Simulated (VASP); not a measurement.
# WI (Pm-3m) in VASP: single point with PBE

Aim: the single point of WI with PBE.

All numbers are computed with VASP 6.6.1; they aren't measurements. Logs are shortened: lines on timing, memory, paths and dates and some standing lists are left out, and cuts for length are marked.

### 1 The cell of the first run

The structure is cubic, space group Pm-3m (No. 221). The conventional cell has a = 3.374 Å, b = 3.374 Å, c = 3.374 Å, α = 90.00°, β = 90.00°, γ = 90.00°. W (site symmetry m-3m) has 8 I at 2.92 Å and 6 W at 3.37 Å within 3.8 Å. I (site symmetry m-3m) has 8 W at 2.92 Å and 6 I at 3.37 Å within 3.8 Å.

### 2 Single point, PBE

Input file INCAR:

```
PREC = Accurate
ENCUT = 520
EDIFF = 1E-6
ISMEAR = 0
SIGMA = 0.1
LREAL = F
LASPH = T
NELM = 60
ALGO = Normal
ISIF = 2
LWAVE = F
LCHARG = F
GGA = PE
NBANDS = 18
```

Input file KPOINTS:

```
regular mesh
0
Gamma
  16 16 16
```

Input file POSCAR:

```
WI
1.0
    3.3742664767      0.0000000000      0.0000000000
    0.0000000000      3.3742664767      0.0000000000
    0.0000000000      0.0000000000      3.3742664767
W I
1 1
Direct
    0.0000000000      0.0000000000      0.0000000000
    0.5000000000      0.5000000000      0.5000000000
```

Potentials or basis: VASP PAW PBE potentials, release 64 (W_sv, I).

Started as:

```sh
$ cat potpaw_PBE.64/W_sv/POTCAR potpaw_PBE.64/I/POTCAR > POTCAR
$ mpirun -np 1 vasp_std > vasp.out
```

OUTCAR:

```text
PREC = Accurate
   ENCUT = 520
   EDIFF = 1E-6
   ISMEAR = 0
   LREAL = F
   LASPH = T
   NELM = 60
   ISIF = 2
   GGA = PE

 ion  position               nearest neighbor table
   1  0.000  0.000  0.000-   2 2.92   2 2.92   2 2.92   2 2.92   2 2.92   2 2.92   2 2.92   2 2.92

   2  0.500  0.500  0.500-   1 2.92   1 2.92   1 2.92   1 2.92   1 2.92   1 2.92   1 2.92   1 2.92

  LATTYP: Found a simple cubic cell.
 ALAT       =     3.3742664767

  Lattice vectors:

 A1 = (   3.3742664767,   0.0000000000,   0.0000000000)
 A2 = (   0.0000000000,   3.3742664767,   0.0000000000)
 A3 = (   0.0000000000,   0.0000000000,   3.3742664767)

Analysis of symmetry for initial positions (statically):
=====================================================================
 Subroutine PRICEL returns:
 Original cell was already a primitive cell.

 Routine SETGRP: Setting up the symmetry group for a
 simple cubic supercell.

 Subroutine GETGRP returns: Found 48 space group operations
 (whereof 48 operations were pure point group operations)
 out of a pool of 48 trial point group operations.

The static configuration has the point symmetry O_h .

Analysis of symmetry for dynamics (positions and initial velocities):
=====================================================================
 Subroutine PRICEL returns:
 Original cell was already a primitive cell.

 Routine SETGRP: Setting up the symmetry group for a
 simple cubic supercell.

 Subroutine GETGRP returns: Found 48 space group operations
 (whereof 48 operations were pure point group operations)
 out of a pool of 48 trial point group operations.

The dynamic configuration has the point symmetry O_h .

 Subroutine INISYM returns: Found 48 space group operations
 (whereof 48 operations are pure point group operations),
 and found     1 'primitive' translations

----------------------------------------------------------------------------------------

                                     Primitive cell

  volume of cell :      38.4183

  direct lattice vectors                    reciprocal lattice vectors
     3.374266477  0.000000000  0.000000000     0.296360707  0.000000000  0.000000000
     0.000000000  3.374266477  0.000000000     0.000000000  0.296360707  0.000000000
     0.000000000  0.000000000  3.374266477     0.000000000  0.000000000  0.296360707

  length of vectors
     3.374266477  3.374266477  3.374266477     0.296360707  0.296360707  0.296360707

  position of ions in fractional coordinates (direct lattice)
     0.000000000  0.000000000  0.000000000
     0.500000000  0.500000000  0.500000000

  ion indices of the primitive-cell ions
   primitive index   ion index
                 1           1
                 2           2

----------------------------------------------------------------------------------------

 KPOINTS: regular mesh

Automatic generation of k-mesh.
 Grid dimensions read from file:
 generate k-points for:   16   16   16

 Generating k-lattice:

  Cartesian coordinates                     Fractional coordinates (reciprocal lattice)
     0.018522544  0.000000000  0.000000000     0.062500000  0.000000000  0.000000000
     0.000000000  0.018522544  0.000000000     0.000000000  0.062500000  0.000000000
     0.000000000  0.000000000  0.018522544     0.000000000  0.000000000  0.062500000

  Length of vectors
     0.018522544  0.018522544  0.018522544

  Shift w.r.t. Gamma in fractional coordinates (k-lattice)
     0.000000000  0.000000000  0.000000000

 Subroutine IBZKPT returns following result:
 ===========================================

 Found    165 irreducible k-points:

 Following reciprocal coordinates:
            Coordinates               Weight
  0.000000  0.000000  0.000000      1.000000
  0.062500  0.000000  0.000000      6.000000
  0.125000  0.000000  0.000000      6.000000
  0.187500  0.000000  0.000000      6.000000
  0.250000  0.000000  0.000000      6.000000
  0.312500  0.000000  0.000000      6.000000
[... 16 lines left out ...]
  0.437500  0.125000  0.000000     24.000000
  0.500000  0.125000  0.000000     12.000000
 [... further k-points ...]
   k-points           NKPTS =    165   k-points in BZ     NKDIM =    165   number of bands    NBANDS=     18
   number of dos      NEDOS =    301   number of ions     NIONS =      2
   total plane-waves  NPLWV =  21952
   dimension x,y,z NGX =    28 NGY =   28 NGZ =   28
   dimension x,y,z NGXF=    56 NGYF=   56 NGZF=   56
   ions per type =               1   1
   NGX,Y,Z   is equivalent  to a cutoff of  13.80, 13.80, 13.80 a.u.
   NGXF,Y,Z  is equivalent  to a cutoff of  27.59, 27.59, 27.59 a.u.
 SYSTEM =  unknown system
   PREC   = accura    normal or accurate (medium, high low for compatibility)
   ISTART =      0    job   : 0-new  1-cont  2-samecut
   ICHARG =      2    charge: 1-file 2-atom 10-const
   ISPIN  =      1    spin polarized calculation?
   LNONCOLLINEAR =      F non collinear calculations
   LSORBIT =      F    spin-orbit coupling
   LASPH  =      T    aspherical Exc in radial PAW
   ENCUT  =  520.0 eV  38.22 Ry    6.18 a.u.   6.27  6.27  6.27*2*pi/ulx,y,z
   NELM   =     60;   NELMIN=  2; NELMDL= -5     # of ELM steps
   EDIFF  = 0.1E-05   stopping-criterion for ELM
   LREAL  =      F    real-space projection
   EDIFFG = 0.1E-04   stopping-criterion for IOM
   NSW    =      0    number of steps for IOM
   IBRION =     -1    ionic relax: 0-MD 1-quasi-New 2-CG
   NFREE  =      0    steps in history (QN), initial steepest desc. (CG)
   ISIF   =      2    stress and relaxation
   ISYM   =      2    0-nonsym 1-usesym 2-fastsym
   POTIM  = 0.5000    time-step for ionic-motion
   TEBEG  =    0.0;   TEEND  =   0.0 temperature during run
   PSTRESS=    0.0 pullay stress
   NELECT =      21.0000    total number of electrons
   NUPDOWN=      -1.0000    fix difference up-down
   EMIN   =  10.00;   EMAX   =-10.00  energy-range for DOS
   EFERMI =   0.00;   METHOD = LEGACY
   ISMEAR =     0;   SIGMA  =   0.10  broadening in eV -4-tet -1-fermi 0-gaus
   EFERMI_NEDOS =   21; number of points for ismear=-14 and -15
   IALGO  =     38    algorithm
   IMIX   =      4    mixing-type and parameters
     AMIX     =   0.40;   BMIX     =  1.00
     AMIX_MAG =   1.60;   BMIX_MAG =  1.00
  volume/ion in A,a.u.               =      19.21       129.63
  Fermi-wavevector in a.u.,A,eV,Ry     =   1.338552  2.529496 24.377847  1.791721
  Thomas-Fermi vector in A             =   2.467013
   LORBIT       =      0    0 simple, 1 ext, 2 COOP (PROOUT), +10 PAW based schemes
   GGA     = PE    functional components
   LHFCALC =     F    Hartree Fock is set to
   AEXX    =    0.0000 exact exchange contribution
   IVDW    =     0    specifies the selected vdW correction
   LEPSILON=     F    determine dielectric tensor
   LRPA    =     F    only Hartree local field effects (RPA)
 non-spin polarized calculation
 Gauss-broadening in eV      SIGMA  =   0.10
  energy-cutoff  :      520.00
  volume of cell :       38.42
 maximum number of plane-waves:      1064
 NGX is ok and might be reduce to    28
   NGX = 13   NGY = 13   NGZ = 13

 number of electron      20.9999998 magnetization

 Free energy of the ion-electron system (eV)
  ---------------------------------------------------
  ext. energy  EPLUGINS =         0.00000000
  ---------------------------------------------------
  free energy    TOTEN  =       -11.15652216 eV

  energy without entropy =      -11.14584579  energy(sigma->0) =      -11.15118398

 E-fermi :  12.4020     XC(G=0): -12.2883

 val. band max:       12.3915781891   @ k =   0.3125   0.2500   0.0000
 cond. band min:      12.4043142251   @ k =   0.1250   0.1250   0.0000
 fundamental gap:      0.0127360359
 Fermi energy:        12.4020103143

 k-point     1 :       0.0000    0.0000    0.0000
  band No.  band energies     occupation
      1     -61.9704      2.00000
      2     -26.1574      2.00000
      3     -26.1574      2.00000
      4     -26.1574      2.00000
      5      -5.0570      2.00000
      6       8.7544      2.00000
[... 10 lines left out ...]
     17      24.3154      0.00000
     18      24.3154      0.00000

 k-point     2 :       0.0625    0.0000    0.0000
  band No.  band energies     occupation
      1     -61.9703      2.00000
      2     -26.1623      2.00000
      3     -26.1570      2.00000
      4     -26.1570      2.00000
      5      -5.0131      2.00000
      6       7.9239      2.00000
[... 10 lines left out ...]
     17      24.3176      0.00000
     18      24.3190      0.00000

 k-point     3 :       0.1250    0.0000    0.0000
  band No.  band energies     occupation
      1     -61.9699      2.00000
      2     -26.1759      2.00000
      3     -26.1556      2.00000
      4     -26.1556      2.00000
      5      -4.8837      2.00000
      6       6.8755      2.00000
[... 10 lines left out ...]
     17      23.7580      0.00000
     18      23.7580      0.00000

 k-point     4 :       0.1875    0.0000    0.0000
  band No.  band energies     occupation
      1     -61.9693      2.00000
      2     -26.1962      2.00000
      3     -26.1536      2.00000
      4     -26.1536      2.00000
      5      -4.6773      2.00000
      6       5.7836      2.00000
[... 10 lines left out ...]
     17      22.6552      0.00000
     18      22.6552      0.00000

 k-point     5 :       0.2500    0.0000    0.0000
  band No.  band energies     occupation
      1     -61.9687      2.00000
      2     -26.2200      2.00000
      3     -26.1512      2.00000
      4     -26.1512      2.00000
      5      -4.4097      2.00000
      6       4.7414      2.00000
[... 10 lines left out ...]
     17      21.5243      0.00000
     18      21.5243      0.00000

 k-point     6 :       0.3125    0.0000    0.0000
  band No.  band energies     occupation
      1     -61.9680      2.00000
      2     -26.2438      2.00000
      3     -26.1489      2.00000
      4     -26.1489      2.00000
      5      -4.1076      2.00000
      6       3.8143      2.00000
[... 10 lines left out ...]
     17      20.4597      0.00000
     18      20.7119      0.00000

 k-point     7 :       0.3750    0.0000    0.0000
  band No.  band energies     occupation
      1     -61.9674      2.00000
      2     -26.2638      2.00000
      3     -26.1469      2.00000
      4     -26.1469      2.00000
      5      -3.8140      2.00000
      6       3.0648      2.00000
[... 10 lines left out ...]
     17      19.5139      0.00000
     18      19.5139      0.00000

 k-point     8 :       0.4375    0.0000    0.0000
  band No.  band energies     occupation
      1     -61.9670      2.00000
      2     -26.2772      2.00000
      3     -26.1455      2.00000
      4     -26.1455      2.00000
      5      -3.5909      2.00000
      6       2.5649      2.00000
[... 10 lines left out ...]
     17      18.7827      0.00000
     18      18.7827      0.00000
[... 229 lines left out ...]
     17      21.0417      0.00000
     18      22.1856      0.00000

 k-point    20 :       0.2500    0.1250    0.0000
  band No.  band energies     occupation
      1     -61.9682      2.00000
      2     -26.2178      2.00000
      3     -26.1692      2.00000
      4     -26.1497      2.00000
      5      -4.2695      2.00000
      6       4.8580      2.00000
[... 10 lines left out ...]
     17      21.2703      0.00000
     18      21.4745      0.00000

 k-point    21 :       0.3125    0.1250    0.0000
  band No.  band energies     occupation
      1     -61.9675      2.00000
      2     -26.2414      2.00000
      3     -26.1666      2.00000
      4     -26.1474      2.00000
      5      -3.9857      2.00000
      6       3.9780      2.00000
[... 10 lines left out ...]
     17      20.4533      0.00000
     18      22.2139      0.00000

 k-point    22 :       0.3750    0.1250    0.0000
  band No.  band energies     occupation
      1     -61.9669      2.00000
      2     -26.2613      2.00000
      3     -26.1645      2.00000
      4     -26.1454      2.00000
      5      -3.7122      2.00000
      6       3.2669      2.00000
[... 10 lines left out ...]
     17      19.7920      0.00000
     18      21.6306      0.00000

 k-point    23 :       0.4375    0.1250    0.0000
  band No.  band energies     occupation
      1     -61.9665      2.00000
      2     -26.2745      2.00000
      3     -26.1630      2.00000
      4     -26.1441      2.00000
      5      -3.5065      2.00000
      6       2.7947      2.00000
[... 10 lines left out ...]
     17      19.3493      0.00000
     18      21.0647      0.00000

 k-point    24 :       0.5000    0.1250    0.0000
  band No.  band energies     occupation
      1     -61.9664      2.00000
      2     -26.2792      2.00000
      3     -26.1625      2.00000
      4     -26.1437      2.00000
      5      -3.4287      2.00000
      6       2.6275      2.00000
[... 10 lines left out ...]
     17      19.1913      0.00000
     18      20.8619      0.00000

 [... further k-points ...]
[... 5 lines left out ...]
  --------------------------------------------------------------------------------------
  -------------------------------------------------------------------------------------
  Total       -0.0214075     -0.0214075     -0.0214075      0.0000000      0.0000000      0.0000000
  in kB       -0.8927660     -0.8927660     -0.8927660      0.0000000      0.0000000      0.0000000
  external PRESSURE =      -0.8927660 kB  Pullay stress =       0.0000000 kB

 VOLUME and BASIS-vectors are now :
 -----------------------------------------------------------------------------
  energy-cutoff  :      520.00
  volume of cell :       38.42
      direct lattice vectors                 reciprocal lattice vectors
     3.374266477  0.000000000  0.000000000     0.296360707  0.000000000  0.000000000
     0.000000000  3.374266477  0.000000000     0.000000000  0.296360707  0.000000000
     0.000000000  0.000000000  3.374266477     0.000000000  0.000000000  0.296360707

 POSITION                                       TOTAL-FORCE (eV/Angst)
 -----------------------------------------------------------------------------------
      0.00000      0.00000      0.00000         0.000000      0.000000      0.000000
      1.68713      1.68713      1.68713         0.000000      0.000000      0.000000
 -----------------------------------------------------------------------------------
    total drift:                               -0.000000      0.000000     -0.000000

  FREE ENERGIE OF THE ION-ELECTRON SYSTEM (eV)
  ---------------------------------------------------
  free  energy   TOTEN  =       -11.1565221598 eV

  energy  without entropy=      -11.1458457913  energy(sigma->0) =      -11.15118398
```

Run time: 69 s. Hardware: 1 thread of Intel Xeon Platinum 8375C at 2.90GHz (Ice Lake), shared host; peak memory 0.25 GiB.

Results:

* Free energy: -11.1565 eV
* Pressure: -0.1 GPa

Caveat: spin-orbit coupling is left out, which moves the levels of the heavy elements; an odd number of electrons without spin polarisation forces a metal; a magnetic or distorted state may lie lower.
